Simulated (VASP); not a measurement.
# MoS2 (P-6m2) in VASP: further runs

The runs below take MoS2 through single point, with PBE+D3(BJ).

Program: VASP 6.6.1. These are calculated values, not measurements. Logs are shortened: lines on timing, memory, paths and dates and some standing lists are left out, and cuts for length are marked.

## 1. The cell of the first run

It takes space group P-6m2 (No. 187, hexagonal). The conventional cell has a = 3.178 Å, b = 3.178 Å, c = 6.526 Å, α = 90.00°, β = 90.00°, γ = 120.00°. Mo (site symmetry -6m2) has 6 S at 2.34 Å within 3.1 Å. S (site symmetry 3m) has 3 Mo at 2.34 Å and 1 S at 2.91 Å within 3.1 Å.

## 2. Single point, PBE+D3(BJ) (c/a of the conventional cell at fixed volume 2.0536)

INCAR

```
SYSTEM = MoS2
  PREC = Accurate
  ENCUT = 500
  EDIFF = 1E-6
  ISMEAR = 0
  SIGMA = 0.05
  LREAL = .FALSE.
  LASPH = .TRUE.
  NELM = 120
  ALGO = Normal
  ISIF = 2
  LWAVE = .FALSE.
  LCHARG = .FALSE.
  GGA = PE
  IVDW = 12
  NBANDS = 20
  GGA_COMPAT = .FALSE.
```

KPOINTS

```
Automatic mesh
0
G
  12 12 4
  0 0 0
```

POSCAR

```
MoS2
1.0
    3.1779315830      0.0000000000      0.0000000000
   -1.5889657915      2.7521694823      0.0000000000
    0.0000000000      0.0000000000      6.5262002988
Mo S
1 2
Direct
    0.0000000000      0.0000000000      0.0000000000
    0.3333333333      0.6666666667      0.2232580192
    0.3333333333      0.6666666667      0.7767419808
```

Potentials or basis: VASP PAW PBE potentials, release 64 (Mo_sv, S).

The run is started by

```
cat potpaw_PBE.64/Mo_sv/POTCAR potpaw_PBE.64/S/POTCAR > POTCAR
mpirun -np 1 vasp_std > vasp.out
```

OUTCAR:

```text
SYSTEM = MoS2
   PREC = Accurate
   ENCUT = 500
   EDIFF = 1E-6
   ISMEAR = 0
   LREAL = .FALSE.
   LASPH = .TRUE.
   NELM = 120
   ISIF = 2
   GGA = PE
   IVDW = 12
 IVDW          = 12

 ion  position               nearest neighbor table
   1  0.000  0.000  0.000-   2 2.34   3 2.34   2 2.34   3 2.34   2 2.34   3 2.34
   2  0.333  0.667  0.223-   1 2.34   1 2.34   1 2.34
   3  0.333  0.667  0.777-   1 2.34   1 2.34   1 2.34

  LATTYP: Found a hexagonal cell.
 ALAT       =     3.1779315830
 C/A-ratio  =     2.0536000000

  Lattice vectors:

 A1 = (   3.1779315830,   0.0000000000,   0.0000000000)
 A2 = (  -1.5889657915,   2.7521694823,   0.0000000000)
 A3 = (   0.0000000000,   0.0000000000,   6.5262002988)

Analysis of symmetry for initial positions (statically):
=====================================================================
 Subroutine PRICEL returns:
 Original cell was already a primitive cell.

 Routine SETGRP: Setting up the symmetry group for a
 hexagonal supercell.

 Subroutine GETGRP returns: Found 12 space group operations
 (whereof 12 operations were pure point group operations)
 out of a pool of 24 trial point group operations.

The static configuration has the point symmetry D_3h.

Analysis of symmetry for dynamics (positions and initial velocities):
=====================================================================
 Subroutine PRICEL returns:
 Original cell was already a primitive cell.

 Routine SETGRP: Setting up the symmetry group for a
 hexagonal supercell.

 Subroutine GETGRP returns: Found 12 space group operations
 (whereof 12 operations were pure point group operations)
 out of a pool of 24 trial point group operations.

The dynamic configuration has the point symmetry D_3h.

 Subroutine INISYM returns: Found 12 space group operations
 (whereof 12 operations are pure point group operations),
 and found     1 'primitive' translations

----------------------------------------------------------------------------------------

                                     Primitive cell

  volume of cell :      57.0795

  direct lattice vectors                    reciprocal lattice vectors
     3.177931583  0.000000000  0.000000000     0.314670085  0.181674858  0.000000000
    -1.588965791  2.752169482  0.000000000     0.000000000  0.363349716  0.000000000
     0.000000000  0.000000000  6.526200299     0.000000000  0.000000000  0.153228518

  length of vectors
     3.177931583  3.177931583  6.526200299     0.363349716  0.363349716  0.153228518

  position of ions in fractional coordinates (direct lattice)
     0.000000000  0.000000000  0.000000000
     0.333333333  0.666666667  0.223258019
     0.333333333  0.666666667  0.776741981

  ion indices of the primitive-cell ions
   primitive index   ion index
                 1           1
                 2           2
                 3           3

----------------------------------------------------------------------------------------

 KPOINTS: Automatic mesh

Automatic generation of k-mesh.
 Grid dimensions read from file:
 generate k-points for:   12   12    4

 Generating k-lattice:

  Cartesian coordinates                     Fractional coordinates (reciprocal lattice)
     0.026222507  0.015139572  0.000000000     0.083333333  0.000000000  0.000000000
     0.000000000  0.030279143  0.000000000     0.000000000  0.083333333  0.000000000
     0.000000000  0.000000000  0.038307130     0.000000000  0.000000000  0.250000000

  Length of vectors
     0.030279143  0.030279143  0.038307130

  Shift w.r.t. Gamma in fractional coordinates (k-lattice)
     0.000000000  0.000000000  0.000000000

 Subroutine IBZKPT returns following result:
 ===========================================

 Found     57 irreducible k-points:

 Following reciprocal coordinates:
            Coordinates               Weight
  0.000000  0.000000  0.000000      1.000000
  0.083333 -0.000000  0.000000      6.000000
  0.166667 -0.000000  0.000000      6.000000
  0.250000  0.000000  0.000000      6.000000
  0.333333 -0.000000  0.000000      6.000000
  0.416667  0.000000  0.000000      6.000000
[... 16 lines left out ...]
  0.250000  0.000000  0.250000     12.000000
  0.333333 -0.000000  0.250000     12.000000
 [... further k-points ...]
   k-points           NKPTS =     57   k-points in BZ     NKDIM =     57   number of bands    NBANDS=     20
   number of dos      NEDOS =    301   number of ions     NIONS =      3
   total plane-waves  NPLWV =  27648
   dimension x,y,z NGX =    24 NGY =   24 NGZ =   48
   dimension x,y,z NGXF=    48 NGYF=   48 NGZF=   96
   ions per type =               1   2
   NGX,Y,Z   is equivalent  to a cutoff of  12.56, 12.56, 12.23 a.u.
   NGXF,Y,Z  is equivalent  to a cutoff of  25.11, 25.11, 24.45 a.u.
 SYSTEM =  MoS2
   PREC   = accura    normal or accurate (medium, high low for compatibility)
   ISTART =      0    job   : 0-new  1-cont  2-samecut
   ICHARG =      2    charge: 1-file 2-atom 10-const
   ISPIN  =      1    spin polarized calculation?
   LNONCOLLINEAR =      F non collinear calculations
   LSORBIT =      F    spin-orbit coupling
   LASPH  =      T    aspherical Exc in radial PAW
   ENCUT  =  500.0 eV  36.75 Ry    6.06 a.u.   5.79  5.79 11.90*2*pi/ulx,y,z
   NELM   =    120;   NELMIN=  2; NELMDL= -5     # of ELM steps
   EDIFF  = 0.1E-05   stopping-criterion for ELM
   LREAL  =      F    real-space projection
   EDIFFG = 0.1E-04   stopping-criterion for IOM
   NSW    =      0    number of steps for IOM
   IBRION =     -1    ionic relax: 0-MD 1-quasi-New 2-CG
   NFREE  =      0    steps in history (QN), initial steepest desc. (CG)
   ISIF   =      2    stress and relaxation
   ISYM   =      2    0-nonsym 1-usesym 2-fastsym
   POTIM  = 0.5000    time-step for ionic-motion
   TEBEG  =    0.0;   TEEND  =   0.0 temperature during run
   PSTRESS=    0.0 pullay stress
   NELECT =      26.0000    total number of electrons
   NUPDOWN=      -1.0000    fix difference up-down
   EMIN   =  10.00;   EMAX   =-10.00  energy-range for DOS
   EFERMI =   0.00;   METHOD = LEGACY
   ISMEAR =     0;   SIGMA  =   0.05  broadening in eV -4-tet -1-fermi 0-gaus
   EFERMI_NEDOS =   21; number of points for ismear=-14 and -15
   IALGO  =     38    algorithm
   IMIX   =      4    mixing-type and parameters
     AMIX     =   0.40;   BMIX     =  1.00
     AMIX_MAG =   1.60;   BMIX_MAG =  1.00
  volume/ion in A,a.u.               =      19.03       128.40
  Fermi-wavevector in a.u.,A,eV,Ry     =   1.259619  2.380335 21.587552  1.586640
  Thomas-Fermi vector in A             =   2.393170
   LORBIT       =      0    0 simple, 1 ext, 2 COOP (PROOUT), +10 PAW based schemes
   GGA     = PE    functional components
   LHFCALC =     F    Hartree Fock is set to
   AEXX    =    0.0000 exact exchange contribution
   IVDW    =    12    specifies the selected vdW correction
   LEPSILON=     F    determine dielectric tensor
   LRPA    =     F    only Hartree local field effects (RPA)
 non-spin polarized calculation
 Gauss-broadening in eV      SIGMA  =   0.05
  energy-cutoff  :      500.00
  volume of cell :       57.08
 maximum number of plane-waves:      1462
 NGX is ok and might be reduce to    24
   NGX = 11   NGY = 11   NGZ = 23

 number of electron      26.0000000 magnetization

 Free energy of the ion-electron system (eV)
  ---------------------------------------------------
  ext. energy  EPLUGINS =         0.00000000
  ---------------------------------------------------
  free energy    TOTEN  =       -21.58380739 eV

  energy without entropy =      -21.58380739  energy(sigma->0) =      -21.58380739

 E-fermi :   7.1411     XC(G=0): -10.1993

 val. band max:        6.9292838238   @ k =   0.0000   0.0000   0.5000
 cond. band min:       7.3593951103   @ k =   0.3333   0.3333   0.0000
 fundamental gap:      0.4301112865
 Fermi energy:         7.1411390981

 k-point     1 :       0.0000    0.0000    0.0000
  band No.  band energies     occupation
      1     -54.7790      2.00000
      2     -28.9557      2.00000
      3     -28.7733      2.00000
      4     -28.7733      2.00000
      5      -8.4760      2.00000
      6      -6.6272      2.00000
[... 12 lines left out ...]
     19      13.9808      0.00000
     20      15.4217      0.00000

 k-point     2 :       0.0833   -0.0000    0.0000
  band No.  band energies     occupation
      1     -54.7763      2.00000
      2     -28.9500      2.00000
      3     -28.8016      2.00000
      4     -28.7796      2.00000
      5      -8.3691      2.00000
      6      -6.5985      2.00000
[... 12 lines left out ...]
     19      14.1283      0.00000
     20      15.8882      0.00000

 k-point     3 :       0.1667   -0.0000    0.0000
  band No.  band energies     occupation
      1     -54.7689      2.00000
      2     -28.9346      2.00000
      3     -28.8781      2.00000
      4     -28.7968      2.00000
      5      -8.0671      2.00000
      6      -6.5176      2.00000
[... 12 lines left out ...]
     19      14.4855      0.00000
     20      16.0915      0.00000

 k-point     4 :       0.2500    0.0000    0.0000
  band No.  band energies     occupation
      1     -54.7587      2.00000
      2     -28.9811      2.00000
      3     -28.9134      2.00000
      4     -28.8202      2.00000
      5      -7.6255      2.00000
      6      -6.4002      2.00000
[... 12 lines left out ...]
     19      15.0944      0.00000
     20      15.7071      0.00000

 k-point     5 :       0.3333   -0.0000    0.0000
  band No.  band energies     occupation
      1     -54.7485      2.00000
      2     -29.0824      2.00000
      3     -28.8921      2.00000
      4     -28.8435      2.00000
      5      -7.1393      2.00000
      6      -6.2736      2.00000
[... 12 lines left out ...]
     19      14.2326      0.00000
     20      14.9212      0.00000
[... 353 lines left out ...]
      6      -6.6772      2.00000
[... 12 lines left out ...]
     19      14.5164      0.00000
     20      15.6748      0.00000

 k-point    22 :       0.1667   -0.0000    0.2500
  band No.  band energies     occupation
      1     -54.7689      2.00000
      2     -28.9346      2.00000
      3     -28.8781      2.00000
      4     -28.7968      2.00000
      5      -8.0285      2.00000
      6      -6.5896      2.00000
[... 12 lines left out ...]
     19      14.7029      0.00000
     20      16.1584      0.00000

 k-point    23 :       0.2500    0.0000    0.2500
  band No.  band energies     occupation
      1     -54.7587      2.00000
      2     -28.9811      2.00000
      3     -28.9134      2.00000
      4     -28.8202      2.00000
      5      -7.5877      2.00000
      6      -6.4627      2.00000
[... 12 lines left out ...]
     19      14.9502      0.00000
     20      15.7062      0.00000

 k-point    24 :       0.3333   -0.0000    0.2500
  band No.  band energies     occupation
      1     -54.7485      2.00000
      2     -29.0824      2.00000
      3     -28.8921      2.00000
      4     -28.8435      2.00000
      5      -7.1036      2.00000
      6      -6.3259      2.00000
[... 12 lines left out ...]
     19      14.4138      0.00000
     20      15.0586      0.00000

 [... further k-points ...]

------------------------ aborting loop because EDIFF is reached ----------------------------------------

 Edisp (eV)   -1.19397

 E8    (eV) :    -0.4823

  FORCE on cell =-STRESS in cart. coord.  units (eV):
  Direction    XX          YY          ZZ          XY          YZ          ZX
  --------------------------------------------------------------------------------------
  -------------------------------------------------------------------------------------
  Total       1.48885     1.48885     6.09460     0.00000     0.00000     0.00000
  in kB      41.79077    41.79077   171.07062     0.00000     0.00000     0.00000
  external pressure =       84.88 kB  Pullay stress =        0.00 kB

 VOLUME and BASIS-vectors are now :
 -----------------------------------------------------------------------------
  energy-cutoff  :      500.00
  volume of cell :       57.08
      direct lattice vectors                 reciprocal lattice vectors
     3.177931583  0.000000000  0.000000000     0.314670085  0.181674858  0.000000000
    -1.588965791  2.752169482  0.000000000     0.000000000  0.363349716  0.000000000
     0.000000000  0.000000000  6.526200299     0.000000000  0.000000000  0.153228518

 POSITION                                       TOTAL-FORCE (eV/Angst)
 -----------------------------------------------------------------------------------
      0.00000      0.00000      0.00000         0.000000      0.000000      0.000000
     -0.00000      1.83478      1.45703        -0.000000     -0.000000      2.167416
     -0.00000      1.83478      5.06917        -0.000000      0.000000     -2.167416
 -----------------------------------------------------------------------------------
    total drift:                                0.000000     -0.000000     -0.000000

  FREE ENERGIE OF THE ION-ELECTRON SYSTEM (eV)
  ---------------------------------------------------
  free  energy   TOTEN  =       -22.7777724571 eV

  energy  without entropy=      -22.7777724571  energy(sigma->0) =      -22.77777246
```

It took 33 s on 1 thread of Intel Xeon 6975P-C, shared host; peak memory 0.21 GiB.

What came out:

| Property | Result |
| --- | --- |
| Free energy | -22.7778 eV |
| Pressure | 8.5 GPa |
| Largest force | 2.167 eV/Å |
| Band gap on the k mesh | 0.43 eV, indirect (least direct gap 1.47 eV) |
| Dispersion energy per atom | -0.398 eV |

Forces on the atoms (eV/Å):
```
Mo   0.000  0.000  0.000
S    0.000  0.000  2.167
S    0.000  0.000 -2.167
```

Levels at points of the mesh, in eV from the valence-band top:
| k point | band 9 | band 10 | band 11 | band 12 | band 13 | band 14 | band 15 | band 16 | band 17 | band 18 |
| --- | --- | --- | --- | --- | --- | --- | --- | --- | --- | --- |
| (0.00, 0.00, 0.00) | -4.16 | -2.85 | -2.85 | -1.60 | -0.91 | 1.95 | 1.95 | 2.43 | 2.43 | 5.06 |
| (0.50, 0.00, 0.00) | -5.43 | -4.52 | -2.23 | -2.11 | -1.71 | 1.25 | 1.81 | 3.58 | 3.99 | 4.78 |
| (0.00, 0.00, 0.50) | -4.15 | -3.02 | -2.87 | -2.87 | 0.00 | 1.89 | 1.89 | 2.51 | 2.51 | 5.17 |
| (0.50, 0.00, 0.50) | -5.08 | -4.54 | -2.89 | -2.18 | -1.37 | 1.27 | 1.90 | 2.99 | 3.82 | 6.21 |

Caveat: forces of over 1 eV/Å act on the atoms, so gaps and moduli don't describe the material at rest. A k mesh can miss the band edges.

## 3. Single point, PBE+D3(BJ) (c/a of the conventional cell at fixed volume 2.2786)

INCAR

```
SYSTEM = MoS2
PREC = Accurate
ENCUT = 500
EDIFF = 1E-6
ISMEAR = 0
SIGMA = 0.05
LREAL = .False.
LASPH = .True.
NELM = 120
ALGO = Normal
ISIF = 2
LWAVE = .False.
LCHARG = .False.
GGA = PE
IVDW = 12
NBANDS = 20
GGA_COMPAT = .False.
```

KPOINTS

```
regular mesh
0
Gamma
  12 12 4
  0 0 0
```

POSCAR

```
MoS2
1.0
    3.0696848962      0.0000000000      0.0000000000
   -1.5348424481      2.6584251017      0.0000000000
    0.0000000000      0.0000000000      6.9945840045
Mo S
1 2
Direct
    0.0000000000      0.0000000000      0.0000000000
    0.3333333333      0.6666666667      0.1981708616
    0.3333333333      0.6666666667      0.8018291384
```

Potentials or basis: VASP PAW PBE potentials, release 64 (Mo_sv, S).

The run is started by

```
cat potpaw_PBE.64/Mo_sv/POTCAR potpaw_PBE.64/S/POTCAR > POTCAR
mpirun -np 1 vasp_std > vasp.out
```

Run time: 46 s. Hardware: 1 thread of Intel Xeon 6975P-C, shared host; peak memory 0.22 GiB.

Results (log left out):

```yaml
Free_energy: -21.8685 eV
Pressure: 29.8 GPa
Largest_force: 5.397 eV/Å
Band_gap_on_the_k_mesh: 0.54 eV, indirect (least direct gap 1.61 eV)
Dispersion_energy_per_atom: -0.407 eV
```

Forces in eV/Å, atoms in the order of the input:
```
Mo   0.000  0.000  0.000
S    0.000  0.000  5.397
S    0.000  0.000 -5.397
```

Stress tensor (GPa, compression positive):
```
24.66  0.00  0.00
 0.00 24.66  0.00
 0.00  0.00 39.99
```

Levels at points of the mesh, in eV from the valence-band top:
| k point | band 10 | band 11 | band 12 | band 13 | band 14 | band 15 | band 16 | band 17 |
| --- | --- | --- | --- | --- | --- | --- | --- | --- |
| (0.00, 0.00, 0.00) | -3.07 | -3.07 | -1.90 | -0.63 | 2.32 | 2.32 | 3.15 | 3.15 |
| (0.50, 0.00, 0.00) | -4.93 | -2.22 | -2.15 | -1.59 | 1.61 | 2.32 | 3.93 | 4.79 |
| (0.00, 0.00, 0.50) | -3.07 | -3.07 | -2.63 | 0.00 | 2.31 | 2.31 | 3.17 | 3.17 |
| (0.50, 0.00, 0.50) | -4.94 | -2.52 | -2.13 | -1.45 | 1.62 | 2.37 | 3.59 | 4.73 |

Caveat: forces of over 1 eV/Å act on the atoms, so gaps and moduli don't describe the material at rest. A k mesh can miss the band edges.

## 4. Single point, PBE+D3(BJ) (c/a of the conventional cell at fixed volume 1.9411)

INCAR

```
PREC = Accurate ; ENCUT = 500
EDIFF = 1E-6 ; ISMEAR = 0
SIGMA = 0.05 ; LREAL = False
LASPH = True ; NELM = 120
ALGO = Normal ; ISIF = 2
LWAVE = False ; LCHARG = False
GGA = PE ; IVDW = 12
NBANDS = 20 ; GGA_COMPAT = False
```

KPOINTS

```
Automatic mesh
0
Gamma
  12 12 4
```

POSCAR

```
MoS2
1.0
    3.2381765630      0.0000000000      0.0000000000
   -1.6190882815      2.8043431655      0.0000000000
    0.0000000000      0.0000000000      6.2856245265
Mo S
1 2
Direct
    0.0000000000      0.0000000000      0.0000000000
    0.3333333333      0.6666666667      0.2734172850
    0.3333333333      0.6666666667      0.7265827150
```

The run is started by

```
cat potpaw_PBE.64/Mo_sv/POTCAR potpaw_PBE.64/S/POTCAR > POTCAR
mpirun -np 1 vasp_std > vasp.out
```

Run time: 40 s. Hardware: 1 thread of Intel Xeon 6975P-C, shared host; peak memory 0.21 GiB.

It converged, with:

| Quantity | Value |
| --- | --- |
| Free energy | -22.2309 eV |
| Pressure | -14.9 GPa |
| Largest force | 3.263 eV/Å |
| Band gap on the k mesh | 0.45 eV, indirect (least direct gap 1.30 eV) |
| Dispersion energy per atom | -0.396 eV |

Forces in eV/Å, atoms in the order of the input:
```
Mo   0.000  0.000  0.000
S    0.000  0.000 -3.263
S    0.000  0.000  3.263
```

Stress tensor (GPa, compression positive):
```
-13.35   0.00   0.00
  0.00 -13.35   0.00
  0.00   0.00 -18.08
```

Levels at points of the mesh, in eV from the valence-band top:
```csv
k point,band 9,band 10,band 11,band 12,band 13,band 14,band 15,band 16,band 17,band 18
"(0.00, 0.00, 0.00)",-2.43,-1.49,-1.46,-1.46,-0.75,1.63,1.63,2.06,2.06,5.13
"(0.50, 0.00, 0.00)",-4.73,-2.98,-1.63,-1.58,-1.45,1.58,1.63,3.19,3.48,4.50
"(0.00, 0.00, 0.50)",-2.37,-2.37,-1.59,-1.59,0.00,1.74,1.74,2.04,2.04,5.72
"(0.50, 0.00, 0.50)",-3.78,-3.62,-3.14,-1.08,-0.59,1.62,2.09,2.21,2.61,6.44
```

Caveat: forces of over 1 eV/Å act on the atoms, so gaps and moduli don't describe the material at rest. A k mesh can miss the band edges.

## 5. Overview

| cell | gap on the mesh (eV) | pressure (GPa) | largest force (eV/Å) |
| --- | --- | --- | --- |
| a = 3.178, b = 3.178, c = 6.526 Å, angles 90.0, 90.0, 120.0°, 3 atoms | 0.43 | 8.5 | 2.17 |
| a = 3.070, b = 3.070, c = 6.995 Å, angles 90.0, 90.0, 120.0°, 3 atoms | 0.54 | 29.8 | 5.40 |
| a = 3.238, b = 3.238, c = 6.286 Å, angles 90.0, 90.0, 120.0°, 3 atoms | 0.45 | -14.9 | 3.26 |

Alike in all rows: task single point; level PBE+D3(BJ); potentials or basis VASP PAW PBE potentials, release 64 (Mo_sv, S); no spin polarisation; k mesh 12 × 12 × 4; cutoff (eV) 500; smearing gaussian 0.05 eV.

Caveats: forces of over 1 eV/Å act on the atoms, so gaps and moduli don't describe the material at rest.

Total energies depend on the potentials used, so only differences within one code and one set of settings carry meaning.
